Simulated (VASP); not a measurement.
# BeZn3Te4 (P-43m) in VASP: relaxation of cell and atoms with PBE

Aim: the relaxation of cell and atoms of BeZn3Te4 with PBE.

Program: VASP 6.6.1. These are calculated values, not measurements. Logs are shortened: lines on timing, memory, paths and dates and some standing lists are left out, and cuts for length are marked.

## (1) The cell of the first run

Symmetry: P-43m, No. 215, cubic system. Conventional cell: a = 6.048 Å, b = 6.048 Å, c = 6.048 Å, α = 90.00°, β = 90.00°, γ = 90.00°. Within 3.3 Å of Be (site symmetry -43m) lie 4 Te at 2.49 Å. Zn (site symmetry -42m) has 4 Te at 2.66 Å within 3.5 Å. Te (site symmetry 3m) has 1 Be at 2.49 Å and 3 Zn at 2.66 Å within 3.3 Å.

## (2) Relaxation of cell and atoms, PBE

Input file INCAR:

```
PREC = Accurate
ENCUT = 600
EDIFF = 1E-7
ISMEAR = 0
SIGMA = 0.02
LREAL = False
LASPH = True
NELM = 80
ALGO = Normal
ISIF = 3
LWAVE = False
LCHARG = False
GGA = PE
IBRION = 2
NSW = 100
EDIFFG = -0.01
```

Input file KPOINTS:

```
Automatic mesh
0
Gamma
  6 6 6
```

Input file POSCAR:

```
BeZn3Te4
1.0
    6.0482719730      0.0000000000      0.0000000000
    0.0000000000      6.0482719730      0.0000000000
    0.0000000000      0.0000000000      6.0482719730
Be Zn Te
1 3 4
Direct
    0.5000000000      0.5000000000      0.5000000000
    0.0000000000      0.0000000000      0.5000000000
    0.0000000000      0.5000000000      0.0000000000
    0.5000000000      0.0000000000      0.0000000000
    0.2623036529      0.2623036529      0.2623036529
    0.2623036529      0.7376963471      0.7376963471
    0.7376963471      0.2623036529      0.7376963471
    0.7376963471      0.7376963471      0.2623036529
```

Potentials or basis: VASP PAW PBE potentials, release 64 (Be, Zn, Te).

On the command line:

```bash
$ cat potpaw_PBE.64/Be/POTCAR potpaw_PBE.64/Zn/POTCAR potpaw_PBE.64/Te/POTCAR > POTCAR
$ mpirun -np 1 vasp_std > vasp.out
```

OUTCAR:

```text
PREC = Accurate
   ENCUT = 600
   EDIFF = 1E-7
   ISMEAR = 0
   LREAL = False
   LASPH = True
   NELM = 80
   ISIF = 3
   GGA = PE
   IBRION = 2
   NSW = 100
   EDIFFG = -0.01

 ion  position               nearest neighbor table
   1  0.500  0.500  0.500-   5 2.49   6 2.49   7 2.49   8 2.49
   2  0.000  0.000  0.500-   5 2.66   6 2.66   7 2.66   8 2.66
   3  0.000  0.500  0.000-   5 2.66   6 2.66   7 2.66   8 2.66
   4  0.500  0.000  0.000-   5 2.66   6 2.66   7 2.66   8 2.66
   5  0.262  0.262  0.262-   1 2.49   2 2.66   3 2.66   4 2.66
   6  0.262  0.738  0.738-   1 2.49   2 2.66   3 2.66   4 2.66
   7  0.738  0.262  0.738-   1 2.49   2 2.66   3 2.66   4 2.66
   8  0.738  0.738  0.262-   1 2.49   2 2.66   3 2.66   4 2.66

  LATTYP: Found a simple cubic cell.
 ALAT       =     6.0482719730

  Lattice vectors:

 A1 = (   6.0482719730,   0.0000000000,   0.0000000000)
 A2 = (   0.0000000000,   6.0482719730,   0.0000000000)
 A3 = (   0.0000000000,   0.0000000000,   6.0482719730)

Analysis of symmetry for initial positions (statically):
=====================================================================
 Subroutine PRICEL returns:
 Original cell was already a primitive cell.

 Routine SETGRP: Setting up the symmetry group for a
 simple cubic supercell.

 Subroutine GETGRP returns: Found 24 space group operations
 (whereof 24 operations were pure point group operations)
 out of a pool of 48 trial point group operations.

The static configuration has the point symmetry T_d .

Analysis of symmetry for dynamics (positions and initial velocities):
=====================================================================
 Subroutine PRICEL returns:
 Original cell was already a primitive cell.

 Routine SETGRP: Setting up the symmetry group for a
 simple cubic supercell.

 Subroutine GETGRP returns: Found 24 space group operations
 (whereof 24 operations were pure point group operations)
 out of a pool of 48 trial point group operations.

The dynamic configuration has the point symmetry T_d .

 Subroutine INISYM returns: Found 24 space group operations
 (whereof 24 operations are pure point group operations),
 and found     1 'primitive' translations

----------------------------------------------------------------------------------------

                                     Primitive cell

  volume of cell :     221.2554

  direct lattice vectors                    reciprocal lattice vectors
     6.048271973  0.000000000  0.000000000     0.165336480  0.000000000  0.000000000
     0.000000000  6.048271973  0.000000000     0.000000000  0.165336480  0.000000000
     0.000000000  0.000000000  6.048271973     0.000000000  0.000000000  0.165336480

  length of vectors
     6.048271973  6.048271973  6.048271973     0.165336480  0.165336480  0.165336480

  position of ions in fractional coordinates (direct lattice)
     0.500000000  0.500000000  0.500000000
     0.000000000  0.000000000  0.500000000
     0.000000000  0.500000000  0.000000000
     0.500000000  0.000000000  0.000000000
     0.262303653  0.262303653  0.262303653
     0.262303653  0.737696347  0.737696347
     0.737696347  0.262303653  0.737696347
     0.737696347  0.737696347  0.262303653

  ion indices of the primitive-cell ions
   primitive index   ion index
                 1           1
                 2           2
                 3           3
                 4           4
                 5           5
                 6           6
                 7           7
                 8           8

----------------------------------------------------------------------------------------

 KPOINTS: Automatic mesh

Automatic generation of k-mesh.
 Grid dimensions read from file:
 generate k-points for:    6    6    6

 Generating k-lattice:

  Cartesian coordinates                     Fractional coordinates (reciprocal lattice)
     0.027556080  0.000000000  0.000000000     0.166666667  0.000000000  0.000000000
     0.000000000  0.027556080  0.000000000     0.000000000  0.166666667  0.000000000
     0.000000000  0.000000000  0.027556080     0.000000000  0.000000000  0.166666667

  Length of vectors
     0.027556080  0.027556080  0.027556080

  Shift w.r.t. Gamma in fractional coordinates (k-lattice)
[... 34 lines left out ...]
   ions per type =               1   3   4
   NGX,Y,Z   is equivalent  to a cutoff of  13.19, 13.19, 13.19 a.u.
   NGXF,Y,Z  is equivalent  to a cutoff of  26.39, 26.39, 26.39 a.u.
 SYSTEM =  unknown system
   PREC   = accura    normal or accurate (medium, high low for compatibility)
   ISTART =      0    job   : 0-new  1-cont  2-samecut
   ICHARG =      2    charge: 1-file 2-atom 10-const
   ISPIN  =      1    spin polarized calculation?
   LNONCOLLINEAR =      F non collinear calculations
   LSORBIT =      F    spin-orbit coupling
   LASPH  =      T    aspherical Exc in radial PAW
   ENCUT  =  600.0 eV  44.10 Ry    6.64 a.u.  12.08 12.08 12.08*2*pi/ulx,y,z
   NELM   =     80;   NELMIN=  2; NELMDL= -5     # of ELM steps
   EDIFF  = 0.1E-06   stopping-criterion for ELM
   LREAL  =      F    real-space projection
   EDIFFG = -.1E-01   stopping-criterion for IOM
   NSW    =    100    number of steps for IOM
   IBRION =      2    ionic relax: 0-MD 1-quasi-New 2-CG
   NFREE  =      1    steps in history (QN), initial steepest desc. (CG)
   ISIF   =      3    stress and relaxation
   ISYM   =      2    0-nonsym 1-usesym 2-fastsym
   POTIM  = 0.5000    time-step for ionic-motion
   TEBEG  =    0.0;   TEEND  =   0.0 temperature during run
   PSTRESS=    0.0 pullay stress
   NELECT =      62.0000    total number of electrons
   NUPDOWN=      -1.0000    fix difference up-down
   EMIN   =  10.00;   EMAX   =-10.00  energy-range for DOS
   EFERMI =   0.00;   METHOD = LEGACY
   ISMEAR =     0;   SIGMA  =   0.02  broadening in eV -4-tet -1-fermi 0-gaus
   EFERMI_NEDOS =   21; number of points for ismear=-14 and -15
   IALGO  =     38    algorithm
   IMIX   =      4    mixing-type and parameters
     AMIX     =   0.40;   BMIX     =  1.00
     AMIX_MAG =   1.60;   BMIX_MAG =  1.00
  volume/ion in A,a.u.               =      27.66       186.64
  Fermi-wavevector in a.u.,A,eV,Ry     =   1.071291  2.024446 15.614919  1.147664
  Thomas-Fermi vector in A             =   2.207027
   LORBIT       =      0    0 simple, 1 ext, 2 COOP (PROOUT), +10 PAW based schemes
   GGA     = PE    functional components
   LHFCALC =     F    Hartree Fock is set to
   AEXX    =    0.0000 exact exchange contribution
   IVDW    =     0    specifies the selected vdW correction
   LEPSILON=     F    determine dielectric tensor
   LRPA    =     F    only Hartree local field effects (RPA)
 conjugate gradient relaxation of ions
 non-spin polarized calculation
 Gauss-broadening in eV      SIGMA  =   0.02
  energy-cutoff  :      600.00
  volume of cell :      221.26
 maximum number of plane-waves:      7414
   NGX = 25   NGY = 25   NGZ = 25

--------------------------------------- Ionic step        1  -------------------------------------------

 number of electron      62.0000072 magnetization

 Free energy of the ion-electron system (eV)
  ---------------------------------------------------
  ext. energy  EPLUGINS =         0.00000000
  ---------------------------------------------------
  free energy    TOTEN  =       -23.07604193 eV

  energy without entropy =      -23.07604193  energy(sigma->0) =      -23.07604193

------------------------ aborting loop because EDIFF is reached ----------------------------------------

  FORCE on cell =-STRESS in cart. coord.  units (eV):
  Direction    XX          YY          ZZ          XY          YZ          ZX
  --------------------------------------------------------------------------------------
  -------------------------------------------------------------------------------------
  Total        0.1585118      0.1585118      0.1585118     -0.0000000     -0.0000000      0.0000000
  in kB        1.1478317      1.1478317      1.1478317     -0.0000000     -0.0000000      0.0000000
  external PRESSURE =       1.1478317 kB  Pullay stress =       0.0000000 kB

 VOLUME and BASIS-vectors are now :
 -----------------------------------------------------------------------------
  energy-cutoff  :      600.00
  volume of cell :      221.26
      direct lattice vectors                 reciprocal lattice vectors
     6.048271973  0.000000000  0.000000000     0.165336480  0.000000000  0.000000000
     0.000000000  6.048271973  0.000000000     0.000000000  0.165336480  0.000000000
     0.000000000  0.000000000  6.048271973     0.000000000  0.000000000  0.165336480

 POSITION                                       TOTAL-FORCE (eV/Angst)
 -----------------------------------------------------------------------------------
      3.02414      3.02414      3.02414         0.000000      0.000000      0.000000
      0.00000      0.00000      3.02414         0.000000      0.000000      0.000000
      0.00000      3.02414      0.00000         0.000000     -0.000000      0.000000
      3.02414      0.00000      0.00000         0.000000     -0.000000      0.000000
      1.58648      1.58648      1.58648        -0.008086     -0.008086     -0.008086
      1.58648      4.46179      4.46179        -0.008086      0.008086      0.008086
      4.46179      1.58648      4.46179         0.008086     -0.008086      0.008086
      4.46179      4.46179      1.58648         0.008086      0.008086     -0.008086
 -----------------------------------------------------------------------------------
    total drift:                                0.000000      0.000000      0.000000

  FREE ENERGIE OF THE ION-ELECTRON SYSTEM (eV)
  ---------------------------------------------------
  free  energy   TOTEN  =       -23.0760419273 eV

  energy  without entropy=      -23.0760419273  energy(sigma->0) =      -23.07604193

--------------------------------------- Ionic step        2  -------------------------------------------

 number of electron      62.0000068 magnetization

 Free energy of the ion-electron system (eV)
  ---------------------------------------------------
  ext. energy  EPLUGINS =         0.00000000
  ---------------------------------------------------
  free energy    TOTEN  =       -23.07625477 eV

  energy without entropy =      -23.07625477  energy(sigma->0) =      -23.07625477

 E-fermi :   3.4159     XC(G=0):  -8.8424

 val. band max:        3.2800749201   @ k =   0.0000   0.0000   0.0000
 cond. band min:       4.8822137945   @ k =   0.0000   0.0000   0.0000
 fundamental gap:      1.6021388744
 Fermi energy:         3.4158695483

 k-point     1 :       0.0000    0.0000    0.0000
  band No.  band energies     occupation
      1      -8.4051      2.00000
      2      -7.1594      2.00000
      3      -7.1594      2.00000
      4      -7.1594      2.00000
      5      -3.4660      2.00000
      6      -3.4660      2.00000
[... 789 lines left out ...]
     36       7.9798      0.00000
     37       7.9798      0.00000

------------------------ aborting loop because EDIFF is reached ----------------------------------------

  FORCE on cell =-STRESS in cart. coord.  units (eV):
  Direction    XX          YY          ZZ          XY          YZ          ZX
  --------------------------------------------------------------------------------------
  -------------------------------------------------------------------------------------
  Total       -0.0209808     -0.0209808     -0.0209808      0.0000000     -0.0000000     -0.0000000
  in kB       -0.1514934     -0.1514934     -0.1514934      0.0000000     -0.0000000     -0.0000000
  external PRESSURE =      -0.1514934 kB  Pullay stress =       0.0000000 kB

 VOLUME and BASIS-vectors are now :
 -----------------------------------------------------------------------------
  energy-cutoff  :      600.00
  volume of cell :      221.89
      direct lattice vectors                 reciprocal lattice vectors
     6.054053387 -0.000000000  0.000000000     0.165178590  0.000000000  0.000000000
    -0.000000000  6.054053387  0.000000000     0.000000000  0.165178590  0.000000000
    -0.000000000 -0.000000000  6.054053387    -0.000000000 -0.000000000  0.165178590

 POSITION                                       TOTAL-FORCE (eV/Angst)
 -----------------------------------------------------------------------------------
      3.02703      3.02703      3.02703        -0.000000     -0.000000     -0.000000
     -0.00000     -0.00000      3.02703         0.000000     -0.000000     -0.000000
     -0.00000      3.02703      0.00000        -0.000000     -0.000000     -0.000000
      3.02703      6.05405      0.00000        -0.000000     -0.000000     -0.000000
      1.58761      1.58761      1.58761        -0.005346     -0.005346     -0.005346
      1.58761      4.46644      4.46644        -0.005346      0.005346      0.005346
      4.46644      1.58761      4.46644         0.005346     -0.005346      0.005346
      4.46644      4.46644      1.58761         0.005346      0.005346     -0.005346
 -----------------------------------------------------------------------------------
    total drift:                                0.000000      0.000000      0.000000

  FREE ENERGIE OF THE ION-ELECTRON SYSTEM (eV)
  ---------------------------------------------------
  free  energy   TOTEN  =       -23.0762547671 eV

  energy  without entropy=      -23.0762547671  energy(sigma->0) =      -23.07625477

 reached required accuracy - stopping structural energy minimisation
```

Wall time 3 min (1 thread of AMD EPYC 9R45 (Zen 5), shared host); peak memory 0.42 GiB.

What came out:

```yaml
Free_energy: -23.0763 eV
Relaxed_volume: 27.74 Å³/atom
Relaxed_cell: a = 6.054 Å, b = 6.054 Å, c = 6.054 Å, α = 90.00°, β = 90.00°, γ = 90.00°
Space_group_after_relaxing_to_0.1_Å: P-43m (No. 215)
Energy_gained_by_relaxing: 0.0 meV/atom
Ionic_steps: 2
Pressure_after_relaxing: 0.0 GPa
Largest_force_after_relaxing: 0.009 eV/Å
Band_gap_on_the_k_mesh: 1.60 eV
```

Forces in eV/Å, atoms in the order of the input:
```
Be   0.000  0.000  0.000
Zn   0.000  0.000  0.000
Zn   0.000  0.000  0.000
Zn   0.000  0.000  0.000
Te  -0.005 -0.005 -0.005
Te  -0.005  0.005  0.005
Te   0.005 -0.005  0.005
Te   0.005  0.005 -0.005
```

The path:
```csv
step,energy change (eV),largest force (eV/Å),pressure (GPa),volume (Å³)
1,0.0000,0.0140,0.11,221.26
2,-0.0002,0.0093,-0.02,221.89
```

Final structure:
```xyz
8
Lattice="6.0541 0.0000 0.0000 0.0000 6.0541 0.0000 0.0000 0.0000 6.0541" Properties=species:S:1:pos:R:3 pbc="T T T"
Be    3.0270    3.0270    3.0270
Zn    0.0000    0.0000    3.0270
Zn    0.0000    3.0270    0.0000
Zn    3.0270    6.0541    0.0000
Te    1.5876    1.5876    1.5876
Te    1.5876    4.4664    4.4664
Te    4.4664    1.5876    4.4664
Te    4.4664    4.4664    1.5876
```

Levels at points of the mesh, in eV from the valence-band top:
| k point | band 29 | band 30 | band 31 | band 32 | band 33 | band 34 |
| --- | --- | --- | --- | --- | --- | --- |
| (0.00, 0.00, 0.00) | 0.00 | 0.00 | 0.00 | 1.60 | 2.03 | 2.03 |
| (0.50, 0.00, 0.00) | -1.44 | -1.06 | -1.06 | 2.65 | 2.77 | 3.58 |
| (0.50, 0.50, 0.00) | -1.09 | -0.98 | -0.55 | 2.74 | 3.47 | 3.47 |
| (0.50, 0.50, 0.50) | -0.75 | -0.67 | -0.67 | 1.78 | 1.78 | 1.78 |

Caveat: spin-orbit coupling is left out, which moves the levels of the heavy elements. A k mesh can miss the band edges.
